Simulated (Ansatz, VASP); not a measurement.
**Be: VASP beside Ansatz**

Contents of INCAR:

```
SYSTEM = Be
PREC     = Accurate       ! precision mode
ENCUT    = 520            ! plane-wave cutoff, eV
EDIFF    = 1E-6           ! SCF threshold, eV
ISMEAR   = -1             ! smearing method
SIGMA    = 0.05           ! smearing width, eV
LREAL    = .FALSE.        ! projectors in reciprocal space
LASPH    = .TRUE.         ! aspherical terms in the spheres
NELM     = 60             ! most SCF steps
ALGO     = Normal         ! electronic algorithm
ISIF     = 2              ! what is computed and relaxed
LWAVE    = .FALSE.        ! write WAVECAR
LCHARG   = .FALSE.        ! write CHGCAR
GGA      = PE             ! functional
NBANDS   = 9              ! bands
```

File KPOINTS:

```
Automatic mesh
0
G
  20 20 11
  0 0 0
```

POSCAR

```
Be
1.0
    2.2548472101      0.0000000000      0.0000000000
   -1.1274236051      1.9527549656      0.0000000000
    0.0000000000      0.0000000000      3.7449360000
Be
2
Direct
    0.3333333333      0.6666666667      0.2500000000
    0.6666666667      0.3333333333      0.7500000000
```

Input for Ansatz:

```yaml
crystal:
  lattice:
    - [2.2548472101, 0.0, 0.0]
    - [-1.1274236051, 1.9527549656, 0.0]
    - [0.0, 0.0, 3.744936]
  atoms:
    - { symbol: Be, position: [0.3333333333, 0.6666666667, 0.25] }
    - { symbol: Be, position: [0.6666666667, 0.3333333333, 0.75] }
kpoints:
  mp_grid: { grid: [20, 20, 11] }
scf:
  occupations: { method: fermi_dirac, width: 0.05 }
hamiltonian:
  xc: pbe
  pseudopotentials: { kind: all_electron, lapw: { basis_error: 0.001 } }
output:
  forces: true
  stress: true
  eigenvalues: true
```

Change from the starting cell: z stretched by +4 % at fixed volume.

Alike in both runs: task single point; functional PBE; k mesh 20 × 20 × 11; occupations fermi-dirac, width 0.05 eV; no spin polarisation.

|  | VASP | Ansatz |
| --- | --- | --- |
| version | VASP 6.6.1 | Ansatz 0.2.0 |
| potentials or method | VASP PAW PBE potentials, release 64 (Be), cutoff 520 eV | all-electron LAPW, scalar-relativistic |

Ansatz gave:

```
pressure (GPa)                                                : -4.9
traceless stress, the component that is largest in VASP (GPa) : -12.25
```

Problem. What did VASP give for the same quantities?

Solution. Pressure (GPa): -4.8; traceless stress, the component that is largest in VASP (GPa): -12.23.

Ansatz ran all-electron here, and VASP with PAW potentials.
